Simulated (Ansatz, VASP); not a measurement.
## Ge in VASP and in Ansatz

The input INCAR:

```
PREC = Accurate ; ENCUT = 600
EDIFF = 1E-6 ; ISMEAR = -1
SIGMA = 0.05 ; LREAL = False
LASPH = True ; NELM = 60
ALGO = Normal ; ISIF = 3
LWAVE = False ; LCHARG = False
GGA = RP ; IBRION = 2
NSW = 80 ; EDIFFG = -0.02
```

File KPOINTS:

```
Automatic mesh
0
Gamma
  8 8 8
```

The input POSCAR:

```
Ge
1.0
    0.0000000000      2.8289100000      2.8289100000
    2.8289100000      0.0000000000      2.8289100000
    2.8289100000      2.8289100000      0.0000000000
Ge
2
Direct
    0.7500000000      0.7500000000      0.7500000000
    0.5000000000      0.5000000000      0.5000000000
```

The input input.yaml:

```yaml
crystal:
  lattice:
    - [0.0, 2.82891, 2.82891]
    - [2.82891, 0.0, 2.82891]
    - [2.82891, 2.82891, 0.0]
  atoms:
    - { symbol: Ge, position: [0.75, 0.75, 0.75] }
    - { symbol: Ge, position: [0.5, 0.5, 0.5] }
kpoints:
  mp_grid: { grid: [8, 8, 8] }
scf:
  occupations: { method: fermi_dirac, width: 0.05 }
hamiltonian:
  xc: rpbe
  pseudopotentials: { kind: all_electron, lapw: { basis_error: 0.001 } }
output:
  forces: true
  stress: true
relax:
  f_tol: 0.02
  max_steps: 60
  cell: {}
```

Alike in both runs: task relaxation of cell and atoms; functional RPBE; k mesh 8 × 8 × 8; occupations fermi-dirac, width 0.05 eV; no spin polarisation.

|  | VASP | Ansatz |
| --- | --- | --- |
| version | VASP 6.6.1 | Ansatz 0.2.0 |
| potentials or method | VASP PAW PBE potentials, release 64 (Ge_d), cutoff 600 eV | all-electron LAPW, scalar-relativistic |

```csv
,VASP,Ansatz,Ansatz less VASP
relaxed volume (Å³/atom),24.57,24.59,+0.022
relaxed cell length with the largest relative difference (Å),4.111,4.113,+0.0012
```

VASP's potentials were made for PBE, not for RPBE. Ansatz ran all-electron here, and VASP with PAW potentials.
